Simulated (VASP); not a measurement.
Write the native input for VASP 6.6.1 that does the following.

```yaml
Task: single point
Functional: LDA
Potentials_or_basis: VASP PAW LDA potentials, release 64 (Ti_sv)
Cutoff: 500 eV
k_mesh: 4 × 4 × 2
Occupations: methfessel-paxton, width 0.1 eV
Spin: no spin polarisation
Dipole_correction: no
Further_INCAR_settings: ALGO = Normal; EDIFF = 1e-06; NBANDS = 110
```

The structure of Ti lies in POSCAR:

```
Ti
1.0
    5.8787149787      0.0000000578      0.0000000000
   -2.9393575394      5.0911164843      0.0000000000
    0.0000000000      0.0000000000      9.2970418656
Ti
16
Direct
    0.1666666666      0.3333333334      0.1250000000
    0.3333333334      0.1666666666      0.3750000000
    0.1666666666      0.3333333334      0.6250000000
    0.3333333334      0.1666666666      0.8750000000
    0.1666666666      0.8333333333      0.1250000000
    0.3333333334      0.6666666666      0.3750000000
    0.1666666666      0.8333333333      0.6250000000
    0.3333333334      0.6666666666      0.8750000000
    0.6666666666      0.3333333334      0.1250000000
    0.8333333333      0.1666666666      0.3750000000
    0.6666666666      0.3333333334      0.6250000000
    0.8333333333      0.1666666666      0.8750000000
    0.6666666666      0.8333333333      0.1250000000
    0.8333333333      0.6666666666      0.3750000000
    0.6666666666      0.8333333333      0.6250000000
    0.8333333333      0.6666666666      0.8750000000
```

One way to write it, as run:

INCAR

```
SYSTEM = Ti
PREC = Accurate
ENCUT = 500
EDIFF = 1E-6
ISMEAR = 1
SIGMA = 0.1
LREAL = .False.
LASPH = .True.
NELM = 120
ALGO = Normal
ISIF = 2
LWAVE = .False.
LCHARG = .False.
GGA = CA
NBANDS = 110
GGA_COMPAT = .False.
```

KPOINTS

```
Automatic mesh
0
Gamma
  4 4 2
  0 0 0
```

Potentials or basis: VASP PAW LDA potentials, release 64 (Ti_sv).

Launch:

```console
$ cat potpaw_LDA.64/Ti_sv/POTCAR > POTCAR
$ mpirun -np 1 vasp_std > vasp.out
```

Results of the run:

The pressure is -8.9 GPa and the band gap on the k mesh is zero (bands 96 and 97 overlap by 0.78 eV).

Caveat: the cell stands under tension.

Run time: 9 min on 1 thread of Oxide Virtual Turin-like Processor (shared host), peak memory 0.35 GiB.
